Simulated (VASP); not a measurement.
Input of a VASP 6.6.1 run:

Contents of INCAR:

```
  PREC = Accurate
  ENCUT = 520
  EDIFF = 1E-6
  ISMEAR = 0
  SIGMA = 0.1
  LREAL = F
  LASPH = T
  NELM = 80
  ALGO = Normal
  ISIF = 2
  LWAVE = F
  LCHARG = F
  GGA = PE
  NBANDS = 11
```

The input KPOINTS:

```
Automatic mesh
0
Gamma
  12 12 12
```

The input POSCAR:

```
Sr
1.0
    0.0000000000      3.0128200907      3.0128200907
    3.0128200907      0.0000000000      3.0128200907
    3.0128200907      3.0128200907      0.0000000000
Sr
1
Direct
    0.0000000000      0.0000000000      0.0000000000
```

Potentials or basis: VASP PAW PBE potentials, release 64 (Sr_sv).

Run with:

```bash
$ cat potpaw_PBE.64/Sr_sv/POTCAR > POTCAR
$ mpirun -np 1 vasp_std > vasp.out
```

(1) What does it give for the pressure?

(2) Estimate the band gap on the k mesh.

## Answers

(1) 0.0 GPa.

(2) zero (band 5 reaches 1.66 eV, above the bottom of band 6 at 1.61 eV).
